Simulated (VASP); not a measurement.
Wanted: the native input for a VASP 6.6.1 run.

| Quantity | Value |
| --- | --- |
| Task | relaxation of cell and atoms |
| Functional | PBE |
| Potentials or basis | VASP PAW PBE potentials, release 64 (Al, O) |
| Cutoff | 600 eV |
| k mesh | 6 × 6 × 6 |
| Occupations | gaussian, width 0.1 eV |
| Spin | collinear spin, ferromagnetic start |
| Starting moments | [0.0, 0.49, 0.49, 0.49, 0.49] μB |
| Dipole correction | no |
| Further INCAR settings | ALGO = Normal; EDIFF = 1e-07; IBRION = 2; EDIFFG = -0.04; NSW = 90; ISIF = 3 |

The structure of AlO4 lies in POSCAR:

```
AlO4
1.0
    4.0992188706      0.0000000000      0.0000000000
   -2.0496094353      3.5500276776      0.0000000000
    0.0000000000      0.0000000000      3.6125980301
Al O
1 4
Direct
    0.0000000000      0.0000000000      0.5000000000
    0.5000000000      0.0000000000      0.5000000000
    0.0000000000      0.5000000000      0.5000000000
    0.5000000000      0.5000000000      0.5000000000
    0.0000000000      0.0000000000      0.0000000000
```

The cell was built from a structure type or drawn by symmetry, and may not be a known phase.

One way to write it, as run:

INCAR

```
  PREC = Accurate
  ENCUT = 600
  EDIFF = 1E-7
  ISMEAR = 0
  SIGMA = 0.1
  LREAL = False
  LASPH = True
  NELM = 150
  ALGO = Normal
  ISIF = 3
  LWAVE = False
  LCHARG = False
  ISPIN = 2
  MAGMOM = 0 0.49 0.49 0.49 0.49
  LORBIT = 11
  GGA = PE
  IBRION = 2
  NSW = 90
  EDIFFG = -0.04
```

KPOINTS

```
Automatic mesh
0
Gamma
  6 6 6
```

Potentials or basis: VASP PAW PBE potentials, release 64 (Al, O).

Run with:

```bash
$ cat potpaw_PBE.64/Al/POTCAR potpaw_PBE.64/O/POTCAR > POTCAR
$ mpirun -np 1 vasp_std > vasp.out
```

Results of the run:

```json
{
  "Relaxed volume": "10.45 Å³/atom",
  "Relaxed cell": "a = 4.090 Å, b = 4.090 Å, c = 3.608 Å, α = 90.00°, β = 90.00°, γ = 120.00°",
  "Space group after relaxing (to 0.1 Å)": "P6/mmm (No. 191)",
  "Energy gained by relaxing": "0.1 meV/atom",
  "Ionic steps": "2",
  "Pressure after relaxing": "0.1 GPa",
  "Net moment": "1.88 μB per cell",
  "Site moments": "Al -0.02; O +0.32, +0.66 (each value once) μB",
  "Valence electrons inside the program's atomic spheres": "Al 0.64; O 4.77, 4.96 (each value once)"
}
```

It took 67 s on 1 thread of Intel(R) Xeon(R) 6975P-C (Granite Rapids), on a shared host, peak memory 0.24 GiB.
